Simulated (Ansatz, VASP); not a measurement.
# H2Se in VASP and in Ansatz

```
H Se
1.0
     3.31729   -3.90794    0.00000
     3.31729    3.90794    0.00000
     0.00000    0.00000    5.77485
H Se
4 2
Direct
  0.23124 0.45089 0.25000
  0.54911 0.76876 0.25000
  0.45089 0.23124 0.75000
  0.76876 0.54911 0.75000
  0.74230 0.25770 0.75000
  0.25770 0.74230 0.25000
```

Alike in both runs: functional PBE; k mesh 6 × 6 × 4; occupations gaussian, width 0.02 eV; no spin polarisation.

Ansatz relaxed the structure, and its values are those at the end. VASP's run is a single point on that final structure, the one shown.

|  | VASP | Ansatz |
| --- | --- | --- |
| version | VASP 6.6.1 | Ansatz 0.2.0 |
| potentials or method | VASP PAW PBE potentials, release 64 (H, Se), cutoff 520 eV | scalar-relativistic, plane waves, PAW |
| valence electrons in the cell | 16 | 36 |

|  | VASP | Ansatz | Ansatz less VASP |
| --- | --- | --- | --- |
| gap on the k mesh at the Fermi level (eV) | 2.78 | 2.78 | -0.003 |
| least direct gap on the mesh (eV) | 2.78 | 2.78 | -0.003 |
| pressure (GPa) | 0.1 | 0.0 | -0.06 |
| rms of the force components (eV/Å) | 0.033 | 0.001 | -0.0315 |

With one functional, cell and mesh, what is left measures potentials, basis and numerics. VASP's potentials hold 16 valence electrons a cell and Ansatz's 36, so a difference there can come from the potentials and not from the codes.
